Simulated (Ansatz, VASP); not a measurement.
**Al in VASP and in Ansatz**

INCAR

```
  PREC = Accurate
  ENCUT = 520
  EDIFF = 1E-6
  ISMEAR = 0
  SIGMA = 0.15
  LREAL = F
  LASPH = T
  NELM = 60
  ALGO = Fast
  ISIF = 2
  LWAVE = F
  LCHARG = F
  NBANDS = 8
```

KPOINTS

```
regular mesh
0
Gamma
  22 22 22
```

POSCAR

```
Al
1.0
   -1.5957475606      1.5957475606      1.7195775713
    1.5957475606     -1.5957475606      1.7195775713
    1.5957475606      1.5957475606     -1.7195775713
Al
1
Direct
    0.0000000000      0.0000000000      0.0000000000
```

Input for Ansatz:

```yaml
crystal:
  lattice:
    - [-1.5957475606, 1.5957475606, 1.7195775713]
    - [1.5957475606, -1.5957475606, 1.7195775713]
    - [1.5957475606, 1.5957475606, -1.7195775713]
  atoms:
    - { symbol: Al, position: [0.0, 0.0, 0.0] }
basis:
  ecutwfc: 420
kpoints:
  mp_grid: { grid: [22, 22, 22] }
hamiltonian:
  xc: lda
scf:
  occupations: { method: gaussian, width: 0.15 }
output:
  forces: true
  stress: true
  eigenvalues: true
```

Alike in both runs: task single point; functional LDA; k mesh 22 × 22 × 22; occupations gaussian, width 0.15 eV; no spin polarisation.

|  | VASP | Ansatz |
| --- | --- | --- |
| version | VASP 6.6.1 | Ansatz 0.2.0 |
| potentials or method | VASP PAW LDA potentials, release 64 (Al), cutoff 520 eV | scalar-relativistic, plane waves, PAW |
| valence electrons in the cell | 3 | 3 |

VASP gave:

* gap on the k mesh at the Fermi level (eV): none
* pressure (GPa): -4.9
* traceless stress, the component that is largest in VASP (GPa): 1.76

Problem. Which values does Ansatz return?

Solution. gap on the k mesh at the Fermi level (eV): none; pressure (GPa): -5.0; traceless stress, the component that is largest in VASP (GPa): 1.75.

LDA's correlation is that of Perdew and Zunger in VASP and of Perdew and Wang (1992) in Ansatz. A gap of «none» marks a metal or a gap that the smearing closes.
